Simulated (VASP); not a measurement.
Runs of VASP 6.6.1 on Pd. The structure is that of space group P6/mmm (No. 191), or close to it. The cells are those of the table. 

```csv
task,cell,k mesh,cutoff (eV),gap on the mesh (eV),pressure (GPa),relaxed volume (Å³/atom)
relaxation of cell and atoms,"relaxed from a = 4.621, b = 4.621, c = 2.833 Å, angles 90.0, 90.0, 120.0°, 3 atoms",6 × 6 × 6,600,none,0.4,14.81
single point,"a = 4.411, b = 4.411, c = 2.650 Å, angles 90.0, 90.0, 120.0°, 3 atoms",6 × 6 × 6,520,none,(a),-
single point,"a = 4.621, b = 4.621, c = 2.833 Å, angles 90.0, 90.0, 120.0°, 3 atoms",6 × 6 × 6,520,none,-20.1,-
relaxation of cell and atoms,"relaxed from a = 4.411, b = 4.411, c = 2.650 Å, angles 90.0, 90.0, 120.0°, 3 atoms",12 × 12 × 18,600,none,0.0,14.84
single point,"a = 4.427, b = 4.427, c = 2.630 Å, angles 90.0, 90.0, 120.0°, 3 atoms",12 × 12 × 18,520,none,(b),-
```

Alike in all rows: level PBEsol; potentials or basis VASP PAW PBE potentials, release 64 (Pd); no spin polarisation; smearing gaussian 0.1 eV.

Problem. Fill in the values left out.

Solution. (a) -0.6; (b) -0.4.

Caveats: some runs use coarse meshes; the PAW data sets were made with another functional, which shifts forces and pressure a little; the volume moved by over 15 % at a fixed basis, so the end points are rough (some runs).

A k mesh can miss the band edges, and the runs leave out spin-orbit coupling on Pd.

A gap of «none» marks levels without a gap at the run's occupations.
